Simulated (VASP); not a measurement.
# BaS (I4/mmm) in VASP: notebook

Runs on BaS. Level: PBE. Tasks: single point.

All numbers are computed with VASP 6.6.1; they aren't measurements. Logs are shortened: lines on timing, memory, paths and dates and some standing lists are left out, and cuts for length are marked.

### Step 1. The cell of the first run

It takes space group I4/mmm (No. 139, tetragonal). The conventional cell has a = 4.381 Å, b = 4.381 Å, c = 6.388 Å, α = 90.00°, β = 90.00°, γ = 90.00°. Within 4.1 Å of Ba (site symmetry 4/mmm) lie 6 S at 3.10 to 3.19 Å. Within 4.1 Å of S (site symmetry 4/mmm) lie 6 Ba at 3.10 to 3.19 Å.

### Step 2. Single point, PBE (equal xx and yy strain of -3 %)

INCAR reads:

```
PREC     = Accurate       # precision mode
ENCUT    = 520            # plane-wave cutoff, eV
EDIFF    = 1E-7           # SCF threshold, eV
ISMEAR   = -1             # smearing method
SIGMA    = 0.02           # smearing width, eV
LREAL    = F              # projectors in reciprocal space
LASPH    = T              # aspherical terms in the spheres
NELM     = 100            # most SCF steps
ALGO     = Normal         # electronic algorithm
ISIF     = 2              # what is computed and relaxed
LWAVE    = F              # write WAVECAR
LCHARG   = F              # write CHGCAR
GGA      = PE             # functional
NBANDS   = 15             # bands
```

KPOINTS reads:

```
regular mesh
0
Gamma
  8 8 8
```

POSCAR reads:

```
BaS
1.0
    0.0000000000      3.0979375000      3.1937500000
    3.0979375000      0.0000000000      3.1937500000
    3.0979375000      3.0979375000      0.0000000000
Ba S
1 1
Direct
    0.0000000000      0.0000000000      0.0000000000
    0.5000000000      0.5000000000      0.5000000000
```

Potentials or basis: VASP PAW PBE potentials, release 64 (Ba_sv, S).

Run with:

```bash
cat potpaw_PBE.64/Ba_sv/POTCAR potpaw_PBE.64/S/POTCAR > POTCAR
mpirun -np 1 vasp_std > vasp.out
```

OUTCAR:

```text
PREC = Accurate
   ENCUT = 520
   EDIFF = 1E-7
   ISMEAR = -1
   LREAL = F
   LASPH = T
   NELM = 100
   ISIF = 2
   GGA = PE

 ion  position               nearest neighbor table
   1  0.000  0.000  0.000-   2 3.10   2 3.10   2 3.10   2 3.10   2 3.19   2 3.19
   2  0.500  0.500  0.500-   1 3.10   1 3.10   1 3.10   1 3.10   1 3.19   1 3.19

  LATTYP: Found a body centered tetragonal cell.
 ALAT       =     4.3811452279
 C/A-ratio  =     1.4579521262

  Lattice vectors:

 A1 = (  -3.0979375000,   0.0000000000,   3.1937500000)
 A2 = (   3.0979375000,   0.0000000000,   3.1937500000)
 A3 = (   0.0000000000,   3.0979375000,  -3.1937500000)

Analysis of symmetry for initial positions (statically):
=====================================================================
 Subroutine PRICEL returns:
 Original cell was already a primitive cell.

 Routine SETGRP: Setting up the symmetry group for a
 body centered tetragonal supercell.

 Subroutine GETGRP returns: Found 16 space group operations
 (whereof 16 operations were pure point group operations)
 out of a pool of 16 trial point group operations.

The static configuration has the point symmetry D_4h.

Analysis of symmetry for dynamics (positions and initial velocities):
=====================================================================
 Subroutine PRICEL returns:
 Original cell was already a primitive cell.

 Routine SETGRP: Setting up the symmetry group for a
 body centered tetragonal supercell.

 Subroutine GETGRP returns: Found 16 space group operations
 (whereof 16 operations were pure point group operations)
 out of a pool of 16 trial point group operations.

The dynamic configuration has the point symmetry D_4h.

 Subroutine INISYM returns: Found 16 space group operations
 (whereof 16 operations are pure point group operations),
 and found     1 'primitive' translations

----------------------------------------------------------------------------------------

                                     Primitive cell

  volume of cell :      61.3022

  direct lattice vectors                    reciprocal lattice vectors
     0.000000000  3.097937500  3.193750000    -0.161397704  0.161397704  0.156555773
     3.097937500  0.000000000  3.193750000     0.161397704 -0.161397704  0.156555773
     3.097937500  3.097937500  0.000000000     0.161397704  0.161397704 -0.156555773

  length of vectors
     4.449410727  4.449410727  4.381145228     0.276781769  0.276781769  0.276781769

  position of ions in fractional coordinates (direct lattice)
[... 84 lines left out ...]
   NFREE  =      0    steps in history (QN), initial steepest desc. (CG)
   ISIF   =      2    stress and relaxation
   ISYM   =      2    0-nonsym 1-usesym 2-fastsym
   POTIM  = 0.5000    time-step for ionic-motion
   TEBEG  =    0.0;   TEEND  =   0.0 temperature during run
   PSTRESS=    0.0 pullay stress
   NELECT =      16.0000    total number of electrons
   NUPDOWN=      -1.0000    fix difference up-down
   EMIN   =  10.00;   EMAX   =-10.00  energy-range for DOS
   EFERMI =   0.00;   METHOD = LEGACY
   ISMEAR =    -1;   SIGMA  =   0.02  broadening in eV -4-tet -1-fermi 0-gaus
   EFERMI_NEDOS =   21; number of points for ismear=-14 and -15
   IALGO  =     38    algorithm
   IMIX   =      4    mixing-type and parameters
     AMIX     =   0.40;   BMIX     =  1.00
     AMIX_MAG =   1.60;   BMIX_MAG =  1.00
  volume/ion in A,a.u.               =      30.65       206.84
  Fermi-wavevector in a.u.,A,eV,Ry     =   1.046219  1.977068 14.892596  1.094575
  Thomas-Fermi vector in A             =   2.181048
   LORBIT       =      0    0 simple, 1 ext, 2 COOP (PROOUT), +10 PAW based schemes
   GGA     = PE    functional components
   LHFCALC =     F    Hartree Fock is set to
   AEXX    =    0.0000 exact exchange contribution
   IVDW    =     0    specifies the selected vdW correction
   LEPSILON=     F    determine dielectric tensor
   LRPA    =     F    only Hartree local field effects (RPA)
 non-spin polarized calculation
  energy-cutoff  :      520.00
  volume of cell :       61.30
 maximum number of plane-waves:      1668
 NGX is ok and might be reduce to    36
   NGX = 17   NGY = 17   NGZ = 17

 number of electron      15.9999998 magnetization

 Free energy of the ion-electron system (eV)
  ---------------------------------------------------
  ext. energy  EPLUGINS =         0.00000000
  ---------------------------------------------------
  free energy    TOTEN  =       -10.09860383 eV

  energy without entropy =      -10.09860383  energy(sigma->0) =      -10.09860383

 E-fermi :   2.3163     XC(G=0):  -8.8805

 val. band max:        1.8262184616   @ k =   0.0000   0.0000   0.0000
 cond. band min:       3.7713537269   @ k =   0.5000   0.0000   0.5000
 fundamental gap:      1.9451352653
 Fermi energy:         2.3163013079

 k-point     1 :       0.0000    0.0000    0.0000
  band No.  band energies     occupation
      1     -24.1039      2.00000
      2      -9.1542      2.00000
      3      -9.1542      2.00000
      4      -9.1467      2.00000
      5      -8.6752      2.00000
      6       1.7067      2.00000
      7       1.8262      2.00000
      8       1.8262      2.00000
      9       5.5004      0.00000
     10       5.6228      0.00000
     11       5.7297      0.00000
     12       5.7297      0.00000
     13       6.6269      0.00000
     14       6.7349      0.00000
[... 401 lines left out ...]
      2     -10.3306      2.00000
      3      -9.2409      2.00000
      4      -9.2223      2.00000
      5      -7.4528      2.00000
      6       0.1487      2.00000
      7       0.8602      2.00000
      8       1.0261      2.00000
      9       5.6422      0.00000
     10       7.7122      0.00000
     11       7.8315      0.00000
     12       7.9636      0.00000
     13       8.7313      0.00000
     14      10.3811      0.00000
     15      12.3106      0.00000

 [... further k-points ...]
[... 5 lines left out ...]
  --------------------------------------------------------------------------------------
  -------------------------------------------------------------------------------------
  Total        2.3032244      2.3032244      0.9874602      0.0000000      0.0000000      0.0000000
  in kB       60.1964139     60.1964139     25.8079779      0.0000000      0.0000000      0.0000000
  external PRESSURE =      48.7336019 kB  Pullay stress =       0.0000000 kB

 VOLUME and BASIS-vectors are now :
 -----------------------------------------------------------------------------
  energy-cutoff  :      520.00
  volume of cell :       61.30
      direct lattice vectors                 reciprocal lattice vectors
     0.000000000  3.097937500  3.193750000    -0.161397704  0.161397704  0.156555773
     3.097937500  0.000000000  3.193750000     0.161397704 -0.161397704  0.156555773
     3.097937500  3.097937500  0.000000000     0.161397704  0.161397704 -0.156555773

 POSITION                                       TOTAL-FORCE (eV/Angst)
 -----------------------------------------------------------------------------------
      0.00000      0.00000      0.00000        -0.000000      0.000000      0.000000
      3.09794      3.09794      3.19375         0.000000     -0.000000     -0.000000
 -----------------------------------------------------------------------------------
    total drift:                                0.000000      0.000000      0.000000

  FREE ENERGIE OF THE ION-ELECTRON SYSTEM (eV)
  ---------------------------------------------------
  free  energy   TOTEN  =       -10.0986038268 eV

  energy  without entropy=      -10.0986038268  energy(sigma->0) =      -10.09860383
```

OSZICAR:

```text
N       E                     dE             d eps       ncg     rms          rms(c)
DAV:   1     0.815808885906E+02    0.81581E+02   -0.70232E+03  1770   0.942E+02
DAV:   2    -0.599748441735E+01   -0.87578E+02   -0.79410E+02  2353   0.171E+02
DAV:   3    -0.104741413168E+02   -0.44767E+01   -0.44479E+01  2462   0.404E+01
DAV:   4    -0.105658687961E+02   -0.91727E-01   -0.91704E-01  2187   0.580E+00
DAV:   5    -0.105680851827E+02   -0.22164E-02   -0.22163E-02  2442   0.739E-01    0.529E+00
DAV:   6    -0.100859760075E+02    0.48211E+00   -0.64554E-01  2057   0.489E+00    0.366E+00
DAV:   7    -0.100850611847E+02    0.91482E-03   -0.18569E-01  2283   0.246E+00    0.220E+00
DAV:   8    -0.100976787975E+02   -0.12618E-01   -0.23797E-02  2050   0.114E+00    0.218E-01
DAV:   9    -0.100978019406E+02   -0.12314E-03   -0.32105E-03  2295   0.414E-01    0.114E-01
DAV:  10    -0.100985503704E+02   -0.74843E-03   -0.88158E-04  1861   0.212E-01    0.328E-02
DAV:  11    -0.100986018383E+02   -0.51468E-04   -0.86716E-05  2309   0.599E-02    0.893E-03
DAV:  12    -0.100986038116E+02   -0.19733E-05   -0.45589E-06  1987   0.138E-02    0.614E-03
DAV:  13    -0.100986038268E+02   -0.15176E-07   -0.43470E-07  2309   0.384E-03
   1 F= -.10098604E+02 E0= -.10098604E+02  d E =-.104507E-12
```

stdout:

```text
POSCAR found type information on POSCAR BaS
 POSCAR found :  2 types and       2 ions
 scaLAPACK will be used
 LDA part: xc-table for (Slater+PW92), standard interpolation
 POSCAR, INCAR and KPOINTS ok, starting setup
 FFT: planning ... GRIDC
 FFT: planning ... GRID_SOFT
 FFT: planning ... GRID
 WAVECAR not read
 entering main loop
```

It took 66 s on 1 thread of Intel Xeon Platinum 8175M at 2.50GHz (Skylake/Cascade Lake), shared host; peak memory 0.23 GiB.

Results:

* Free energy: -10.0986 eV
* Pressure: 4.9 GPa
* Band gap on the k mesh: 1.95 eV (least direct gap 2.03 eV)

Levels at points of the mesh, in eV from the valence-band top:
```tsv
k point	band 4	band 5	band 6	band 7	band 8	band 9	band 10	band 11	band 12	band 13
(0.00, 0.00, 0.00)	-10.97	-10.50	-0.12	0.00	0.00	3.67	3.80	3.90	3.90	4.80
(0.50, 0.00, 0.00)	-11.01	-8.95	-2.12	-1.26	-1.25	5.71	5.83	6.46	6.55	9.04
(0.50, 0.50, 0.00)	-11.20	-10.42	-0.60	-0.09	-0.09	1.96	6.00	6.37	7.80	7.80
(0.50, 0.00, 0.50)	-11.20	-10.43	-0.42	-0.23	-0.09	1.95	5.98	6.47	7.60	7.92
```

Caveat: the cell differs from its parent crystal (equal xx and yy strain of -3 %); the cell stands under pressure; spin-orbit coupling is left out, which moves the levels of the heavy elements. A k mesh can miss the band edges.

### Step 3. Single point, PBE (zz strain of -2 %)

INCAR reads:

```
SYSTEM = BaS
PREC = Accurate
ENCUT = 520
EDIFF = 1E-7
ISMEAR = -1
SIGMA = 0.02
LREAL = .FALSE.
LASPH = .TRUE.
NELM = 80
ALGO = Normal
ISIF = 2
LWAVE = .FALSE.
LCHARG = .FALSE.
GGA = PE
NBANDS = 15
```

KPOINTS reads:

```
Automatic mesh
0
G
  8 8 8
  0 0 0
```

POSCAR reads:

```
BaS
1.0
    0.0000000000      3.1937500000      3.1298750000
    3.1937500000      0.0000000000      3.1298750000
    3.1937500000      3.1937500000      0.0000000000
Ba S
1 1
Direct
    0.0000000000      0.0000000000      0.0000000000
    0.5000000000      0.5000000000      0.5000000000
```

Potentials or basis: VASP PAW PBE potentials, release 64 (Ba_sv, S).

Run with:

```bash
cat potpaw_PBE.64/Ba_sv/POTCAR potpaw_PBE.64/S/POTCAR > POTCAR
mpirun -np 1 vasp_std > vasp.out
```

Run time: 69 s. Hardware: 1 thread of Intel Xeon Platinum 8175M at 2.50GHz (Skylake/Cascade Lake), shared host; peak memory 0.23 GiB.

The run converged. Its results:

```yaml
Free_energy: -10.1635 eV
Pressure: 2.5 GPa
Band_gap_on_the_k_mesh: 2.01 eV (least direct gap 2.14 eV)
```

Stress tensor (GPa, compression positive):
```
1.81 0.00 0.00
0.00 1.81 0.00
0.00 0.00 3.85
```

Levels at points of the mesh, in eV from the valence-band top:
```tsv
k point	band 4	band 5	band 6	band 7	band 8	band 9	band 10	band 11	band 12	band 13
(0.00, 0.00, 0.00)	-11.11	-10.44	-0.08	-0.08	0.00	3.63	3.77	3.77	3.92	4.71
(0.50, 0.00, 0.00)	-11.15	-9.10	-2.03	-1.19	-1.17	5.56	5.70	6.31	6.36	8.91
(0.50, 0.50, 0.00)	-11.33	-10.36	-0.47	-0.21	-0.21	2.01	5.97	6.11	7.53	7.53
(0.50, 0.00, 0.50)	-11.30	-10.36	-0.59	-0.20	-0.12	2.03	5.86	6.16	7.47	7.64
```

Caveat: the cell differs from its parent crystal (zz strain of -2 %); spin-orbit coupling is left out, which moves the levels of the heavy elements. A k mesh can miss the band edges.
